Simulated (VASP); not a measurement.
# Cd: single point with PBEsol

Crystal: Cd.

```
Cd
1.0
     2.96430    0.00000    0.00000
    -1.48215    2.56716    0.00000
     0.00000    0.00000    5.51739
Cd
2
Direct
  0.33333 0.66667 0.25000
  0.66667 0.33333 0.75000
```

```yaml
Program: VASP 6.6.1
Task: single point
Functional: PBEsol
Potentials_or_basis: VASP PAW PBE potentials, release 64 (Cd)
Cutoff: 520 eV
k_mesh: 18 × 18 × 8
Occupations: fermi-dirac, width 0.15 eV
Spin: no spin polarisation
```

```json
{"Pressure": "0.4 GPa", "Band gap on the k mesh": "zero (bands 12 and 13 overlap by 4.33 eV)"}
```

Stress tensor (GPa, compression positive):
```
0.49 0.00 0.00
0.00 0.49 0.00
0.00 0.00 0.28
```

Levels at points of the mesh, in eV from the Fermi level:
```csv
k point,band 8,band 9,band 10,band 11,band 12,band 13,band 14,band 15,band 16,band 17
"(0.00, 0.00, 0.00)",-8.78,-8.78,-8.49,-8.49,-3.21,-2.93,11.00,14.39,14.87,14.87
"(0.50, 0.00, 0.00)",-8.52,-8.24,-8.21,-2.54,-1.99,2.02,2.97,3.30,5.29,8.27
"(0.00, 0.00, 0.50)",-8.62,-8.62,-8.62,-7.59,-7.59,3.93,3.93,14.73,14.73,15.85
"(0.50, 0.00, 0.50)",-8.50,-8.22,-8.22,-1.72,-1.72,0.03,0.03,8.29,8.29,9.99
```

It took 52 s on 1 thread of AMD EPYC 9R45 96-Core Processor (Zen 5), on a shared host, peak memory 0.22 GiB.

Caveat: the PAW data sets were made with another functional, which shifts forces and pressure a little.
